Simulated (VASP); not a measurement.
# InSe (C2/m) in VASP: notebook

The runs below take InSe through single point, with PBEsol.

Program: VASP 6.6.1. These are calculated values, not measurements. Logs are shortened: lines on timing, memory, paths and dates and some standing lists are left out, and cuts for length are marked.

**1. The cell of the first run**

It takes space group C2/m (No. 12, monoclinic). Conventional cell: a = 11.749 Å, b = 4.111 Å, c = 4.564 Å, α = 90.00°, β = 110.64°, γ = 90.00°. In (site symmetry m) has 3 Se at 2.67 to 2.70 Å and 1 In at 2.79 Å within 3.5 Å. Within 3.5 Å of Se (site symmetry m) lie 3 In at 2.67 to 2.70 Å and 1 Se at 3.40 Å.

**2. Single point, PBEsol**

File INCAR:

```
PREC = Accurate
ENCUT = 520
EDIFF = 1E-6
ISMEAR = 0
SIGMA = 0.02
LREAL = F
LASPH = T
NELM = 100
ALGO = Normal
ISIF = 2
LWAVE = F
LCHARG = T
GGA = PS
LELF = T
LVHAR = T
NBANDS = 27
```

File KPOINTS:

```
Automatic mesh
0
Gamma
  8 8 6
```

File POSCAR:

```
InSe
1.0
    5.8745997985     -2.0553094408     -0.0053852392
    5.8745997985      2.0553094408     -0.0053852392
   -1.6050952265      0.0000000000      4.2720320490
In Se
2 2
Direct
    0.8858004616      0.8858004616      0.0290623419
    0.1141995384      0.1141995384      0.9709376581
    0.6547072583      0.6547072583      0.6374291183
    0.3452927417      0.3452927417      0.3625708817
```

Potentials or basis: VASP PAW PBE potentials, release 64 (In_d, Se).

On the command line:

```bash
$ cat potpaw_PBE.64/In_d/POTCAR potpaw_PBE.64/Se/POTCAR > POTCAR
$ mpirun -np 1 vasp_std > vasp.out
```

OUTCAR:

```text
PREC = Accurate
   ENCUT = 520
   EDIFF = 1E-6
   ISMEAR = 0
   LREAL = F
   LASPH = T
   NELM = 100
   ISIF = 2
   GGA = PS

 ion  position               nearest neighbor table
   1  0.886  0.886  0.029-   3 2.67   4 2.70   4 2.70   2 2.79   2 3.73   2 3.73
   2  0.114  0.114  0.971-   4 2.67   3 2.70   3 2.70   1 2.79   1 3.73   1 3.73
   3  0.655  0.655  0.637-   1 2.67   2 2.70   2 2.70
   4  0.345  0.345  0.363-   2 2.67   1 2.70   1 2.70

  LATTYP: Found a base centered monoclinic cell.
 ALAT       =    11.7492045336
 B/A-ratio  =     0.3498635903
 C/A-ratio  =     0.3884191236
 COS(beta)  =    -0.3525736638

  Lattice vectors:

 A1 = (   5.8745997985,  -2.0553094408,  -0.0053852392)
 A2 = (   5.8745997985,   2.0553094408,  -0.0053852392)
 A3 = (  -1.6050952265,   0.0000000000,   4.2720320490)

Analysis of symmetry for initial positions (statically):
=====================================================================
 Subroutine PRICEL returns:
 Original cell was already a primitive cell.

 Routine SETGRP: Setting up the symmetry group for a
 base centered monoclinic supercell.

 Subroutine GETGRP returns: Found  4 space group operations
 (whereof  4 operations were pure point group operations)
 out of a pool of  4 trial point group operations.

The static configuration has the point symmetry C_2h.

Analysis of symmetry for dynamics (positions and initial velocities):
=====================================================================
 Subroutine PRICEL returns:
 Original cell was already a primitive cell.

 Routine SETGRP: Setting up the symmetry group for a
 base centered monoclinic supercell.

 Subroutine GETGRP returns: Found  4 space group operations
 (whereof  4 operations were pure point group operations)
 out of a pool of  4 trial point group operations.

The dynamic configuration has the point symmetry C_2h.

 Subroutine INISYM returns: Found  4 space group operations
 (whereof  4 operations are pure point group operations),
 and found     1 'primitive' translations

----------------------------------------------------------------------------------------

                                     Primitive cell

  volume of cell :     103.1265

  direct lattice vectors                    reciprocal lattice vectors
     5.874599799 -2.055309441 -0.005385239     0.085141506 -0.243272371  0.031989513
     5.874599799  2.055309441 -0.005385239     0.085141506  0.243272371  0.031989513
    -1.605095227  0.000000000  4.272032049     0.000214655  0.000000000  0.234161292

  length of vectors
     6.223764833  6.223764833  4.563615728     0.259718793  0.259718793  0.234161390

  position of ions in fractional coordinates (direct lattice)
     0.885800462  0.885800462  0.029062342
     0.114199538  0.114199538  0.970937658
     0.654707258  0.654707258  0.637429118
     0.345292742  0.345292742  0.362570882

  ion indices of the primitive-cell ions
   primitive index   ion index
                 1           1
                 2           2
                 3           3
                 4           4

----------------------------------------------------------------------------------------

 KPOINTS: Automatic mesh

Automatic generation of k-mesh.
 Grid dimensions read from file:
 generate k-points for:    8    8    6

 Generating k-lattice:

  Cartesian coordinates                     Fractional coordinates (reciprocal lattice)
     0.010642688 -0.030409046  0.003998689     0.125000000  0.000000000  0.000000000
     0.010642688  0.030409046  0.003998689     0.000000000  0.125000000  0.000000000
     0.000035776  0.000000000  0.039026882    -0.000000000 -0.000000000  0.166666667

  Length of vectors
     0.032464849  0.032464849  0.039026898

  Shift w.r.t. Gamma in fractional coordinates (k-lattice)
     0.000000000  0.000000000  0.000000000

 Subroutine IBZKPT returns following result:
 ===========================================

 Found    114 irreducible k-points:

 Following reciprocal coordinates:
            Coordinates               Weight
  0.000000  0.000000  0.000000      1.000000
  0.125000 -0.000000  0.000000      4.000000
  0.250000 -0.000000  0.000000      4.000000
  0.375000 -0.000000 -0.000000      4.000000
  0.500000 -0.000000  0.000000      2.000000
  0.125000  0.125000  0.000000      2.000000
[... 16 lines left out ...]
  0.125000 -0.000000  0.166667      4.000000
  0.250000 -0.000000  0.166667      4.000000
 [... further k-points ...]
   k-points           NKPTS =    114   k-points in BZ     NKDIM =    114   number of bands    NBANDS=     27
   number of dos      NEDOS =    301   number of ions     NIONS =      4
   total plane-waves  NPLWV =  82944
   dimension x,y,z NGX =    48 NGY =   48 NGZ =   36
   dimension x,y,z NGXF=    96 NGYF=   96 NGZF=   72
   ions per type =               2   2
   NGX,Y,Z   is equivalent  to a cutoff of  12.82, 12.82, 13.11 a.u.
   NGXF,Y,Z  is equivalent  to a cutoff of  25.64, 25.64, 26.23 a.u.
 SYSTEM =  unknown system
   PREC   = accura    normal or accurate (medium, high low for compatibility)
   ISTART =      0    job   : 0-new  1-cont  2-samecut
   ICHARG =      2    charge: 1-file 2-atom 10-const
   ISPIN  =      1    spin polarized calculation?
   LNONCOLLINEAR =      F non collinear calculations
   LSORBIT =      F    spin-orbit coupling
   LASPH  =      T    aspherical Exc in radial PAW
   ENCUT  =  520.0 eV  38.22 Ry    6.18 a.u.  11.57 11.57  8.49*2*pi/ulx,y,z
   NELM   =    100;   NELMIN=  2; NELMDL= -5     # of ELM steps
   EDIFF  = 0.1E-05   stopping-criterion for ELM
   LREAL  =      F    real-space projection
   EDIFFG = 0.1E-04   stopping-criterion for IOM
   NSW    =      0    number of steps for IOM
   IBRION =     -1    ionic relax: 0-MD 1-quasi-New 2-CG
   NFREE  =      0    steps in history (QN), initial steepest desc. (CG)
   ISIF   =      2    stress and relaxation
   ISYM   =      2    0-nonsym 1-usesym 2-fastsym
   POTIM  = 0.5000    time-step for ionic-motion
   TEBEG  =    0.0;   TEEND  =   0.0 temperature during run
   PSTRESS=    0.0 pullay stress
   NELECT =      38.0000    total number of electrons
   NUPDOWN=      -1.0000    fix difference up-down
   EMIN   =  10.00;   EMAX   =-10.00  energy-range for DOS
   EFERMI =   0.00;   METHOD = LEGACY
   ISMEAR =     0;   SIGMA  =   0.02  broadening in eV -4-tet -1-fermi 0-gaus
   EFERMI_NEDOS =   21; number of points for ismear=-14 and -15
   IALGO  =     38    algorithm
   IMIX   =      4    mixing-type and parameters
     AMIX     =   0.40;   BMIX     =  1.00
     AMIX_MAG =   1.60;   BMIX_MAG =  1.00
  volume/ion in A,a.u.               =      25.78       173.98
  Fermi-wavevector in a.u.,A,eV,Ry     =   1.173670  2.217914 18.742033  1.377501
  Thomas-Fermi vector in A             =   2.310079
   LORBIT       =      0    0 simple, 1 ext, 2 COOP (PROOUT), +10 PAW based schemes
   GGA     = PS    functional components
   LHFCALC =     F    Hartree Fock is set to
   AEXX    =    0.0000 exact exchange contribution
   IVDW    =     0    specifies the selected vdW correction
   LEPSILON=     F    determine dielectric tensor
   LRPA    =     F    only Hartree local field effects (RPA)
 non-spin polarized calculation
 Gauss-broadening in eV      SIGMA  =   0.02
  energy-cutoff  :      520.00
  volume of cell :      103.13
 maximum number of plane-waves:      2803
 NGX is ok and might be reduce to    48
   NGX = 23   NGY = 23   NGZ = 17

 number of electron      38.0000000 magnetization

 Free energy of the ion-electron system (eV)
  ---------------------------------------------------
  ext. energy  EPLUGINS =         0.00000000
  ---------------------------------------------------
  free energy    TOTEN  =       -15.55252976 eV

  energy without entropy =      -15.55252976  energy(sigma->0) =      -15.55252976

 E-fermi :   5.1068     XC(G=0):  -9.8223

 val. band max:        4.9603537227   @ k =  -0.2500  -0.2500   0.3333
 cond. band min:       5.6474496584   @ k =   0.3750   0.3750  -0.0000
 fundamental gap:      0.6870959357
 Fermi energy:         5.1067843462

 k-point     1 :       0.0000    0.0000    0.0000
  band No.  band energies     occupation
      1      -9.6828      2.00000
      2      -9.5749      2.00000
      3      -9.3466      2.00000
      4      -9.3328      2.00000
      5      -9.2958      2.00000
      6      -9.2906      2.00000
[... 19 lines left out ...]
     26      11.8510      0.00000
     27      13.6760      0.00000

 k-point     2 :       0.1250   -0.0000    0.0000
  band No.  band energies     occupation
      1      -9.6777      2.00000
      2      -9.5709      2.00000
      3      -9.4056      2.00000
      4      -9.3215      2.00000
      5      -9.3098      2.00000
      6      -9.2789      2.00000
[... 19 lines left out ...]
     26      11.8876      0.00000
     27      13.6452      0.00000

 k-point     3 :       0.2500   -0.0000    0.0000
  band No.  band energies     occupation
      1      -9.6662      2.00000
      2      -9.5721      2.00000
      3      -9.4764      2.00000
      4      -9.3409      2.00000
      5      -9.3031      2.00000
      6      -9.2812      2.00000
[... 19 lines left out ...]
     26      11.8838      0.00000
     27      12.8863      0.00000

 k-point     4 :       0.3750   -0.0000   -0.0000
  band No.  band energies     occupation
      1      -9.6577      2.00000
      2      -9.6008      2.00000
      3      -9.4830      2.00000
      4      -9.3736      2.00000
      5      -9.2987      2.00000
      6      -9.2887      2.00000
[... 19 lines left out ...]
     26      12.3834      0.00000
     27      13.1283      0.00000
[... 516 lines left out ...]
      4      -9.3299      2.00000
      5      -9.2954      2.00000
      6      -9.2953      2.00000
[... 19 lines left out ...]
     26      11.9330      0.00000
     27      12.8944      0.00000

 k-point    23 :       0.1250   -0.0000    0.1667
  band No.  band energies     occupation
      1      -9.6840      2.00000
      2      -9.5707      2.00000
      3      -9.4038      2.00000
      4      -9.3167      2.00000
      5      -9.3124      2.00000
      6      -9.2780      2.00000
[... 19 lines left out ...]
     26      11.3853      0.00000
     27      13.3737      0.00000

 k-point    24 :       0.2500   -0.0000    0.1667
  band No.  band energies     occupation
      1      -9.6806      2.00000
      2      -9.5759      2.00000
      3      -9.4688      2.00000
      4      -9.3435      2.00000
      5      -9.2972      2.00000
      6      -9.2846      2.00000
[... 19 lines left out ...]
     26      11.5211      0.00000
     27      12.7100      0.00000

 [... further k-points ...]
[... 5 lines left out ...]
  --------------------------------------------------------------------------------------
  -------------------------------------------------------------------------------------
  Total        0.0556371      0.0673831      0.0544820      0.0000000      0.0000000      0.0049551
  in kB        0.8643806      1.0468666      0.8464340      0.0000000      0.0000000      0.0769827
  external PRESSURE =       0.9192271 kB  Pullay stress =       0.0000000 kB

 VOLUME and BASIS-vectors are now :
 -----------------------------------------------------------------------------
  energy-cutoff  :      520.00
  volume of cell :      103.13
      direct lattice vectors                 reciprocal lattice vectors
     5.874599799 -2.055309441 -0.005385239     0.085141506 -0.243272371  0.031989513
     5.874599799  2.055309441 -0.005385239     0.085141506  0.243272371  0.031989513
    -1.605095227  0.000000000  4.272032049     0.000214655  0.000000000  0.234161292

 POSITION                                       TOTAL-FORCE (eV/Angst)
 -----------------------------------------------------------------------------------
     10.36080      0.00000      0.11461         0.017387      0.000000     -0.004316
     -0.21669      0.00000      4.14665        -0.017387      0.000000      0.004316
      6.66915      0.00000      2.71607         0.000107      0.000000     -0.015726
      3.47495      0.00000      1.54520        -0.000107      0.000000      0.015726
 -----------------------------------------------------------------------------------
    total drift:                               -0.000000     -0.000000     -0.000000

  FREE ENERGIE OF THE ION-ELECTRON SYSTEM (eV)
  ---------------------------------------------------
  free  energy   TOTEN  =       -15.5525297649 eV

  energy  without entropy=      -15.5525297649  energy(sigma->0) =      -15.55252976
```

Run time: 2.7 min. Hardware: 1 thread of Intel Xeon 6975P-C (Granite Rapids), shared host; peak memory 0.46 GiB.

Results:

* Free energy: -15.5525 eV
* Pressure: 0.1 GPa
* Largest force: 0.018 eV/Å
* Band gap on the k mesh: 0.69 eV, indirect (least direct gap 1.04 eV)

Forces on the atoms (eV/Å):
```
In   0.017  0.000 -0.004
In  -0.017  0.000  0.004
Se   0.000  0.000 -0.016
Se   0.000  0.000  0.016
```

Caveat: the PAW data sets were made with another functional, which shifts forces and pressure a little; spin-orbit coupling is left out, which moves the levels of the heavy elements.

**3. Single point, PBEsol**

File INCAR:

```
PREC = Accurate
ENCUT = 520
EDIFF = 1E-6
ISMEAR = 0
SIGMA = 0.05
LREAL = F
LASPH = T
NELM = 100
ALGO = Normal
ISIF = 2
LWAVE = F
LCHARG = F
GGA = PS
NBANDS = 27
```

File KPOINTS:

```
regular mesh
0
Gamma
  8 8 6
```

File POSCAR:

```
InSe
1.0
    5.8749264423     -2.0552742521     -0.0052948673
    5.8749264423      2.0552742521     -0.0052948673
   -1.6051187023      0.0000000000      4.2720903652
In Se
2 2
Direct
    0.8858026589      0.8858026589      0.0290539339
    0.1141973411      0.1141973411      0.9709460661
    0.6547212217      0.6547212217      0.6374867706
    0.3452787783      0.3452787783      0.3625132294
```

Potentials or basis: VASP PAW PBE potentials, release 64 (In_d, Se).

On the command line:

```bash
$ cat potpaw_PBE.64/In_d/POTCAR potpaw_PBE.64/Se/POTCAR > POTCAR
$ mpirun -np 1 vasp_std > vasp.out
```

It took 11 min on 1 thread of AMD EPYC 7R13, shared host; peak memory 0.43 GiB.

It converged, with:

```yaml
Free_energy: -15.5525 eV
Pressure: 0.1 GPa
Largest_force: 0.018 eV/Å
Band_gap_on_the_k_mesh: 0.69 eV, indirect (least direct gap 1.04 eV)
```

Forces in eV/Å, atoms in the order of the input:
```
In   0.018  0.000 -0.004
In  -0.018  0.000  0.004
Se   0.000  0.000 -0.017
Se   0.000  0.000  0.017
```

Levels at points of the mesh, in eV from the valence-band top:
```tsv
k point	band 17	band 18	band 19	band 20	band 21	band 22
(0.00, 0.00, 0.00)	-2.41	-1.90	-1.55	2.58	3.32	3.83
(0.50, 0.00, 0.00)	-1.72	-1.54	-1.20	1.52	2.40	3.17
(0.50, 0.50, 0.00)	-1.28	-0.93	-0.44	1.00	2.59	2.64
(0.00, 0.00, 0.50)	-1.78	-1.30	-0.28	0.78	2.29	3.32
(0.50, 0.00, 0.50)	-2.76	-2.52	-1.92	2.05	3.01	4.21
(0.50, 0.50, 0.50)	-1.63	-1.25	-0.44	1.95	2.91	3.05
```

Caveat: the PAW data sets were made with another functional, which shifts forces and pressure a little; spin-orbit coupling is left out, which moves the levels of the heavy elements.
